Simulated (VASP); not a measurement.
Wanted: the native input for a VASP 6.6.1 run.

* Task: relaxation of cell and atoms
* Functional: PBEsol
* Potentials or basis: VASP PAW PBE potentials, release 64 (Fe)
* Cutoff: 600 eV
* k mesh: 20 × 20 × 20
* Occupations: gaussian, width 0.1 eV
* Spin: collinear spin, ferromagnetic start
* Starting moments: [2.37] μB
* Dipole correction: no
* Further INCAR settings: ALGO = Normal; EDIFF = 1e-07; IBRION = 2; EDIFFG = -0.005; NSW = 100; ISIF = 3

The structure of Fe lies in POSCAR:

```
Fe
1.0
   -1.3945703947      1.3945703947      1.3945703947
    1.3945703947     -1.3945703947      1.3945703947
    1.3945703947      1.3945703947     -1.3945703947
Fe
1
Direct
    0.0000000000      0.0000000000      0.0000000000
```

The input as run:

INCAR

```
PREC     = Accurate       # precision mode
ENCUT    = 600            # plane-wave cutoff, eV
EDIFF    = 1E-7           # SCF threshold, eV
ISMEAR   = 0              # smearing method
SIGMA    = 0.1            # smearing width, eV
LREAL    = F              # projectors in reciprocal space
LASPH    = T              # aspherical terms in the spheres
NELM     = 150            # most SCF steps
ALGO     = Normal         # electronic algorithm
ISIF     = 3              # what is computed and relaxed
LWAVE    = F              # write WAVECAR
LCHARG   = F              # write CHGCAR
ISPIN    = 2              # spin polarisation
MAGMOM   = 2.37           # initial moments
LORBIT   = 11             # projections on sites
LMAXMIX  = 4              # l up to which the mixer works
GGA      = PS             # functional
IBRION   = 2              # ionic algorithm
NSW      = 100            # ionic steps
EDIFFG   = -0.005         # ionic threshold
```

KPOINTS

```
regular mesh
0
Gamma
  20 20 20
```

Potentials or basis: VASP PAW PBE potentials, release 64 (Fe).

Command:

```bash
$ cat potpaw_PBE.64/Fe/POTCAR > POTCAR
$ mpirun -np 1 vasp_std > vasp.out
```

Results of the run:

- Relaxed volume: 10.80 Å³/atom
- Relaxed cell: a = 2.412 Å, b = 2.412 Å, c = 2.412 Å, α = 109.47°, β = 109.47°, γ = 109.47°
- Space group after relaxing (to 0.1 Å): Im-3m (No. 229)
- Energy gained by relaxing: 0.1 meV/atom
- Ionic steps: 3
- Pressure after relaxing: 0.0 GPa
- Net moment: 2.09 μB per cell
- Site moments: Fe +2.07 μB
- Valence electrons inside the program's atomic spheres: Fe 7.38

Caveat: the PAW data sets were made with another functional, which shifts forces and pressure a little.

Wall time 2.8 min on 1 thread of Intel Xeon 8259CL (shared host), peak memory 0.18 GiB.
